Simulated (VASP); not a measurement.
A run of VASP 6.6.1 is set up as follows.

File INCAR:

```
SYSTEM = BN
PREC = Accurate
ENCUT = 520
EDIFF = 1E-6
ISMEAR = 0
SIGMA = 0.05
LREAL = .FALSE.
LASPH = .TRUE.
NELM = 80
ALGO = Normal
ISIF = 2
LWAVE = .FALSE.
LCHARG = .TRUE.
GGA = PE
LELF = .TRUE.
LVHAR = .TRUE.
NBANDS = 11
```

KPOINTS

```
Automatic mesh
0
G
  12 12 12
  0 0 0
```

POSCAR

```
BN
1.0
    0.0000000000      1.9013607343      1.7046447322
    1.7046447322      0.0000000000      1.7046447322
    1.7046447322      1.9013607343      0.0000000000
B N
1 1
Direct
    0.0000000000      0.0000000000      0.0000000000
    0.7500000000      0.7500000000      0.7500000000
```

Potentials or basis: VASP PAW PBE potentials, release 64 (B, N).

Command:

```bash
$ cat potpaw_PBE.64/B/POTCAR potpaw_PBE.64/N/POTCAR > POTCAR
$ mpirun -np 1 vasp_std > vasp.out
```

Question: Predict the band gap on the k mesh.

Answer: 3.48 eV, indirect (least direct gap 8.41 eV).

Question: What does it give for the pressure?

Answer: 32.1 GPa.

Stress tensor (GPa, compression positive):
```
 59.74   0.00   0.00
  0.00 -23.13   0.00
  0.00   0.00  59.74
```

 A k mesh can miss the band edges.
